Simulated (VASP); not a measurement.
# C (P6_3/mmc) in VASP: a series of runs

Runs on C. Level: PBE. Tasks: single point.

Everything below comes from runs of VASP 6.6.1. Logs are shortened: lines on timing, memory, paths and dates and some standing lists are left out, and cuts for length are marked.

## 1. The cell of the first run

It takes space group P6_3/mmc (No. 194, hexagonal). Conventional cell: a = 2.536 Å, b = 2.536 Å, c = 8.053 Å, α = 90.00°, β = 90.00°, γ = 120.00°. C (site symmetry -6m2) has 3 C at 1.46 Å within 2.0 Å. Within 2.0 Å of C (site symmetry -6m2) lie 3 C at 1.46 Å.

## 2. Single point, PBE

INCAR reads:

```
SYSTEM = C
PREC = Accurate
ENCUT = 520
EDIFF = 1E-6
ISMEAR = 0
SIGMA = 0.15
LREAL = .False.
LASPH = .True.
NELM = 60
ALGO = Normal
ISIF = 2
LWAVE = .False.
LCHARG = .False.
GGA = PE
NBANDS = 16
```

KPOINTS reads:

```
regular mesh
0
Gamma
  24 24 6
  0 0 0
```

POSCAR reads:

```
C
1.0
    2.5360505455      0.0000000000      0.0000000000
   -1.2680252728      2.1962841977      0.0000000000
    0.0000000000      0.0000000000      8.0525497302
C
4
Direct
    0.0000000000      0.0000000000      0.0025000000
    0.0000000000      0.0000000000      0.5025000000
    0.3333333333      0.6666666667      0.0025000000
    0.6666666667      0.3333333333      0.5025000000
```

Potentials or basis: VASP PAW PBE potentials, release 64 (C).

Launch:

```
$ cat potpaw_PBE.64/C/POTCAR > POTCAR
$ mpirun -np 1 vasp_std > vasp.out
```

OUTCAR:

```text
SYSTEM = C
   PREC = Accurate
   ENCUT = 520
   EDIFF = 1E-6
   ISMEAR = 0
   LREAL = .False.
   LASPH = .True.
   NELM = 60
   ISIF = 2
   GGA = PE

 ion  position               nearest neighbor table
   1  0.000  0.000  0.002-   3 1.46   3 1.46   3 1.46
   2  0.000  0.000  0.502-   4 1.46   4 1.46   4 1.46
   3  0.333  0.667  0.002-   1 1.46   1 1.46   1 1.46
   4  0.667  0.333  0.502-   2 1.46   2 1.46   2 1.46

  LATTYP: Found a hexagonal cell.
 ALAT       =     2.5360505455
 C/A-ratio  =     3.1752323488

  Lattice vectors:

 A1 = (   2.5360505455,   0.0000000000,   0.0000000000)
 A2 = (  -1.2680252728,   2.1962841977,   0.0000000000)
 A3 = (   0.0000000000,   0.0000000000,   8.0525497302)

Analysis of symmetry for initial positions (statically):
=====================================================================
 Subroutine PRICEL returns:
 Original cell was already a primitive cell.

 Routine SETGRP: Setting up the symmetry group for a
 hexagonal supercell.

 Subroutine GETGRP returns: Found 24 space group operations
 (whereof  6 operations were pure point group operations)
 out of a pool of 24 trial point group operations.

The static configuration has the point symmetry C_3v.
 The point group associated with its full space group is D_6h.

Analysis of symmetry for dynamics (positions and initial velocities):
=====================================================================
 Subroutine PRICEL returns:
 Original cell was already a primitive cell.

 Routine SETGRP: Setting up the symmetry group for a
 hexagonal supercell.

 Subroutine GETGRP returns: Found 24 space group operations
 (whereof  6 operations were pure point group operations)
 out of a pool of 24 trial point group operations.

The dynamic configuration has the point symmetry C_3v.
 The point group associated with its full space group is D_6h.

 Subroutine INISYM returns: Found 24 space group operations
 (whereof  6 operations are pure point group operations),
 and found     1 'primitive' translations

----------------------------------------------------------------------------------------

                                     Primitive cell

  volume of cell :      44.8518

  direct lattice vectors                    reciprocal lattice vectors
     2.536050546  0.000000000  0.000000000     0.394313907  0.227657241  0.000000000
    -1.268025273  2.196284198  0.000000000     0.000000000  0.455314481  0.000000000
     0.000000000  0.000000000  8.052549730     0.000000000  0.000000000  0.124184269

  length of vectors
     2.536050546  2.536050546  8.052549730     0.455314481  0.455314481  0.124184269

  position of ions in fractional coordinates (direct lattice)
     0.000000000  0.000000000  0.002500000
     0.000000000  0.000000000  0.502500000
     0.333333333  0.666666667  0.002500000
     0.666666667  0.333333333  0.502500000

  ion indices of the primitive-cell ions
   primitive index   ion index
                 1           1
                 2           2
                 3           3
                 4           4

----------------------------------------------------------------------------------------

 KPOINTS: regular mesh

Automatic generation of k-mesh.
 Grid dimensions read from file:
 generate k-points for:   24   24    6

 Generating k-lattice:

  Cartesian coordinates                     Fractional coordinates (reciprocal lattice)
     0.016429746  0.009485718  0.000000000     0.041666667 -0.000000000  0.000000000
     0.000000000  0.018971437  0.000000000     0.000000000  0.041666667  0.000000000
     0.000000000  0.000000000  0.020697378     0.000000000  0.000000000  0.166666667

  Length of vectors
     0.018971437  0.018971437  0.020697378

  Shift w.r.t. Gamma in fractional coordinates (k-lattice)
     0.000000000  0.000000000  0.000000000

 Subroutine IBZKPT returns following result:
 ===========================================

 Found    244 irreducible k-points:

 Following reciprocal coordinates:
            Coordinates               Weight
  0.000000  0.000000  0.000000      1.000000
  0.041667 -0.000000  0.000000      6.000000
  0.083333 -0.000000  0.000000      6.000000
  0.125000  0.000000  0.000000      6.000000
  0.166667  0.000000  0.000000      6.000000
  0.208333 -0.000000  0.000000      6.000000
[... 16 lines left out ...]
  0.416667  0.041667  0.000000     12.000000
  0.458333  0.041667  0.000000     12.000000
 [... further k-points ...]
   k-points           NKPTS =    244   k-points in BZ     NKDIM =    244   number of bands    NBANDS=     16
   number of dos      NEDOS =    301   number of ions     NIONS =      4
   total plane-waves  NPLWV =  24000
   dimension x,y,z NGX =    20 NGY =   20 NGZ =   60
   dimension x,y,z NGXF=    40 NGYF=   40 NGZF=  120
   ions per type =               4
   NGX,Y,Z   is equivalent  to a cutoff of  13.11, 13.11, 12.39 a.u.
   NGXF,Y,Z  is equivalent  to a cutoff of  26.22, 26.22, 24.77 a.u.
 SYSTEM =  C
   PREC   = accura    normal or accurate (medium, high low for compatibility)
   ISTART =      0    job   : 0-new  1-cont  2-samecut
   ICHARG =      2    charge: 1-file 2-atom 10-const
   ISPIN  =      1    spin polarized calculation?
   LNONCOLLINEAR =      F non collinear calculations
   LSORBIT =      F    spin-orbit coupling
   LASPH  =      T    aspherical Exc in radial PAW
   ENCUT  =  520.0 eV  38.22 Ry    6.18 a.u.   4.72  4.72 14.97*2*pi/ulx,y,z
   NELM   =     60;   NELMIN=  2; NELMDL= -5     # of ELM steps
   EDIFF  = 0.1E-05   stopping-criterion for ELM
   LREAL  =      F    real-space projection
   EDIFFG = 0.1E-04   stopping-criterion for IOM
   NSW    =      0    number of steps for IOM
   IBRION =     -1    ionic relax: 0-MD 1-quasi-New 2-CG
   NFREE  =      0    steps in history (QN), initial steepest desc. (CG)
   ISIF   =      2    stress and relaxation
   ISYM   =      2    0-nonsym 1-usesym 2-fastsym
   POTIM  = 0.5000    time-step for ionic-motion
   TEBEG  =    0.0;   TEEND  =   0.0 temperature during run
   PSTRESS=    0.0 pullay stress
   NELECT =      16.0000    total number of electrons
   NUPDOWN=      -1.0000    fix difference up-down
   EMIN   =  10.00;   EMAX   =-10.00  energy-range for DOS
   EFERMI =   0.00;   METHOD = LEGACY
   ISMEAR =     0;   SIGMA  =   0.15  broadening in eV -4-tet -1-fermi 0-gaus
   EFERMI_NEDOS =   21; number of points for ismear=-14 and -15
   IALGO  =     38    algorithm
   IMIX   =      4    mixing-type and parameters
     AMIX     =   0.40;   BMIX     =  1.00
     AMIX_MAG =   1.60;   BMIX_MAG =  1.00
  volume/ion in A,a.u.               =      11.21        75.67
  Fermi-wavevector in a.u.,A,eV,Ry     =   1.161061  2.194086 18.341492  1.348062
  Thomas-Fermi vector in A             =   2.297637
   LORBIT       =      0    0 simple, 1 ext, 2 COOP (PROOUT), +10 PAW based schemes
   GGA     = PE    functional components
   LHFCALC =     F    Hartree Fock is set to
   AEXX    =    0.0000 exact exchange contribution
   IVDW    =     0    specifies the selected vdW correction
   LEPSILON=     F    determine dielectric tensor
   LRPA    =     F    only Hartree local field effects (RPA)
 non-spin polarized calculation
 Gauss-broadening in eV      SIGMA  =   0.15
  energy-cutoff  :      520.00
  volume of cell :       44.85
 maximum number of plane-waves:      1241
 NGX is ok and might be reduce to    20

 number of electron      15.9999999 magnetization

 Free energy of the ion-electron system (eV)
  ---------------------------------------------------
  ext. energy  EPLUGINS =         0.00000000
  ---------------------------------------------------
  free energy    TOTEN  =       -36.71177206 eV

  energy without entropy =      -36.71091293  energy(sigma->0) =      -36.71134250

 E-fermi :   2.7554     XC(G=0):  -8.9454

 val. band max:        2.7543963215   @ k =   0.3333   0.3333   0.1667
 cond. band min:       2.7560895657   @ k =   0.3333   0.3333   0.3333
 fundamental gap:      0.0016932442
 Fermi energy:         2.7553796622

 k-point     1 :       0.0000    0.0000    0.0000
  band No.  band energies     occupation
      1     -16.1291      2.00000
      2     -16.0630      2.00000
      3      -4.6608      2.00000
      4      -3.9291      2.00000
      5      -0.3076      2.00000
      6      -0.3076      2.00000
[... 8 lines left out ...]
     15      13.1752      0.00000
     16      13.2210      0.00000

 k-point     2 :       0.0417   -0.0000    0.0000
  band No.  band energies     occupation
      1     -16.0900      2.00000
      2     -16.0240      2.00000
      3      -4.6143      2.00000
      4      -3.8842      2.00000
      5      -0.4728      2.00000
      6      -0.4692      2.00000
[... 8 lines left out ...]
     15      13.0468      0.00000
     16      13.0951      0.00000

 k-point     3 :       0.0833   -0.0000    0.0000
  band No.  band energies     occupation
      1     -15.9727      2.00000
      2     -15.9073      2.00000
      3      -4.4752      2.00000
      4      -3.7497      2.00000
      5      -0.9417      2.00000
      6      -0.9361      2.00000
[... 8 lines left out ...]
     15      12.6712      0.00000
     16      12.7287      0.00000

 k-point     4 :       0.1250    0.0000    0.0000
  band No.  band energies     occupation
      1     -15.7776      2.00000
      2     -15.7132      2.00000
      3      -4.2444      2.00000
      4      -3.5268      2.00000
      5      -1.6502      2.00000
      6      -1.6419      2.00000
[... 8 lines left out ...]
     15      12.0764      0.00000
     16      12.1539      0.00000

 k-point     5 :       0.1667    0.0000    0.0000
  band No.  band energies     occupation
      1     -15.5054      2.00000
      2     -15.4423      2.00000
      3      -3.9234      2.00000
      4      -3.2174      2.00000
      5      -2.5256      2.00000
      6      -2.5140      2.00000
[... 8 lines left out ...]
     15      12.8627      0.00000
     16      12.8726      0.00000

 k-point     6 :       0.2083   -0.0000    0.0000
  band No.  band energies     occupation
      1     -15.1568      2.00000
      2     -15.0954      2.00000
      3      -3.5149      2.00000
      4      -3.5050      2.00000
      5      -3.4900      2.00000
      6      -2.8244      2.00000
[... 8 lines left out ...]
     15      13.9772      0.00000
     16      13.9868      0.00000
[... 267 lines left out ...]
 k-point    21 :       0.3333    0.0417    0.0000
  band No.  band energies     occupation
      1     -13.3346      2.00000
      2     -13.2821      2.00000
      3      -7.1449      2.00000
      4      -7.1173      2.00000
      5      -3.1048      2.00000
      6      -3.0952      2.00000
[... 8 lines left out ...]
     15      16.5960      0.00000
     16      17.6769      0.00000

 k-point    22 :       0.3750    0.0417    0.0000
  band No.  band energies     occupation
      1     -12.6754      2.00000
      2     -12.6264      2.00000
      3      -8.1385      2.00000
      4      -8.1077      2.00000
      5      -3.3270      2.00000
      6      -3.3172      2.00000
[... 8 lines left out ...]
     15      16.0374      0.00000
     16      17.4883      0.00000

 k-point    23 :       0.4167    0.0417    0.0000
  band No.  band energies     occupation
      1     -11.9776      2.00000
      2     -11.9335      2.00000
      3      -9.0626      2.00000
      4      -9.0298      2.00000
      5      -3.4778      2.00000
      6      -3.4678      2.00000
[... 8 lines left out ...]
     15      15.0492      0.00000
     16      16.8141      0.00000

 k-point    24 :       0.4583    0.0417    0.0000
  band No.  band energies     occupation
      1     -11.3442      2.00000
      2     -11.3124      2.00000
      3      -9.8018      2.00000
      4      -9.7755      2.00000
      5      -3.5540      2.00000
      6      -3.5439      2.00000
[... 8 lines left out ...]
     15      15.1650      0.00000
     16      16.2102      0.00000

 [... further k-points ...]

------------------------ aborting loop because EDIFF is reached ----------------------------------------

  FORCE on cell =-STRESS in cart. coord.  units (eV):
  Direction    XX          YY          ZZ          XY          YZ          ZX
  --------------------------------------------------------------------------------------
  -------------------------------------------------------------------------------------
  Total       -6.9725095     -6.9725095      0.0572034      0.0000000      0.0000000      0.0000000
  in kB     -249.0690934   -249.0690934      2.0433964      0.0000000      0.0000000      0.0000000
  external PRESSURE =    -165.3649301 kB  Pullay stress =       0.0000000 kB

 VOLUME and BASIS-vectors are now :
 -----------------------------------------------------------------------------
  energy-cutoff  :      520.00
  volume of cell :       44.85
      direct lattice vectors                 reciprocal lattice vectors
     2.536050546  0.000000000  0.000000000     0.394313907  0.227657241  0.000000000
    -1.268025273  2.196284198  0.000000000     0.000000000  0.455314481  0.000000000
     0.000000000  0.000000000  8.052549730     0.000000000  0.000000000  0.124184269

 POSITION                                       TOTAL-FORCE (eV/Angst)
 -----------------------------------------------------------------------------------
      0.00000      0.00000      0.02013        -0.000000      0.000000     -0.000000
      0.00000      0.00000      4.04641         0.000000      0.000000      0.000000
     -0.00000      1.46419      0.02013        -0.000000      0.000000     -0.000000
      1.26803      0.73209      4.04641         0.000000      0.000000     -0.000000
 -----------------------------------------------------------------------------------
    total drift:                                0.000000      0.000000     -0.000015

  FREE ENERGIE OF THE ION-ELECTRON SYSTEM (eV)
  ---------------------------------------------------
  free  energy   TOTEN  =       -36.7117720644 eV

  energy  without entropy=      -36.7109129276  energy(sigma->0) =      -36.71134250
```

Run time: 98 s. Hardware: 1 thread of Intel Xeon 6975P-C (Granite Rapids), shared host; peak memory 0.24 GiB.

What came out:

```
Free energy            : -36.7118 eV
Pressure               : -16.5 GPa
Band gap on the k mesh : zero (filled and empty bands overlap)
```

Levels at points of the mesh, in eV from the Fermi level:
| k point | band 5 | band 6 | band 7 | band 8 | band 9 | band 10 | band 11 | band 12 |
| --- | --- | --- | --- | --- | --- | --- | --- | --- |
| (0.00, 0.00, 0.00) | -3.06 | -3.06 | -3.06 | -3.06 | 3.55 | 7.41 | 7.77 | 7.77 |
| (0.50, 0.00, 0.00) | -6.19 | -6.18 | -2.32 | -2.09 | 1.52 | 1.80 | 6.52 | 6.61 |
| (0.00, 0.00, 0.50) | -3.06 | -3.06 | -3.06 | -3.06 | 5.07 | 5.07 | 7.78 | 7.78 |
| (0.50, 0.00, 0.50) | -6.18 | -6.18 | -2.20 | -2.20 | 1.63 | 1.63 | 6.57 | 6.57 |

Caveat: this functional lacks dispersion, which binds the layers, so the pressure and a relaxed spacing across them are unreliable.

## 3. Single point, PBE

This run uses another cell than the first one, of the same volume but with other edges.

INCAR reads:

```
SYSTEM = C
  ALGO = Normal
  EDIFF = 1E-7
  ENCUT = 520
  GGA = PE
  ISIF = 2
  ISMEAR = 0
  LASPH = .TRUE.
  LCHARG = .TRUE.
  LELF = .TRUE.
  LREAL = .FALSE.
  LVHAR = .TRUE.
  LWAVE = .FALSE.
  NBANDS = 16
  NELM = 80
  PREC = Accurate
  SIGMA = 0.15
```

KPOINTS reads:

```
k-points
0
G
  24 24 6
  0 0 0
```

POSCAR reads:

```
C
1.0
    2.6569936629      0.0000000000      0.0000000000
   -1.3284968315      2.3010240097      0.0000000000
    0.0000000000      0.0000000000      7.3361497641
C
4
Direct
    0.0000000000      0.0000000000      0.0025000000
    0.0000000000      0.0000000000      0.5025000000
    0.3333333333      0.6666666667      0.0025000000
    0.6666666667      0.3333333333      0.5025000000
```

Potentials or basis: VASP PAW PBE potentials, release 64 (C).

Launch:

```
$ cat potpaw_PBE.64/C/POTCAR > POTCAR
$ mpirun -np 1 vasp_std > vasp.out
```

Run time: 1.9 min. Hardware: 1 thread of Intel Xeon 6975P-C (Granite Rapids), shared host; peak memory 0.24 GiB.

The run converged. Its results:

| Item | Value |
| --- | --- |
| Free energy | -35.5681 eV |
| Pressure | -39.7 GPa |
| Band gap on the k mesh | zero (band 8 reaches 2.71 eV, above the bottom of band 9 at 2.70 eV) |

Stress tensor (GPa, compression positive):
```
-60.15   0.00   0.00
  0.00 -60.15   0.00
  0.00   0.00   1.14
```

Levels at points of the mesh, in eV from the Fermi level:
```csv
k point,band 4,band 5,band 6,band 7,band 8,band 9,band 10,band 11,band 12,band 13
"(0.00, 0.00, 0.00)",-5.50,-3.05,-3.05,-3.04,-3.04,4.46,6.96,6.96,6.99,6.99
"(0.50, 0.00, 0.00)",-11.87,-5.79,-5.76,-2.20,-1.75,1.42,1.83,5.23,5.43,10.53
"(0.00, 0.00, 0.50)",-6.23,-3.04,-3.04,-3.04,-3.04,6.48,6.48,6.97,6.97,6.97
"(0.50, 0.00, 0.50)",-11.90,-5.78,-5.78,-1.95,-1.95,1.54,1.54,5.33,5.33,11.35
```

Caveat: this functional lacks dispersion, which binds the layers, so the pressure and a relaxed spacing across them are unreliable.
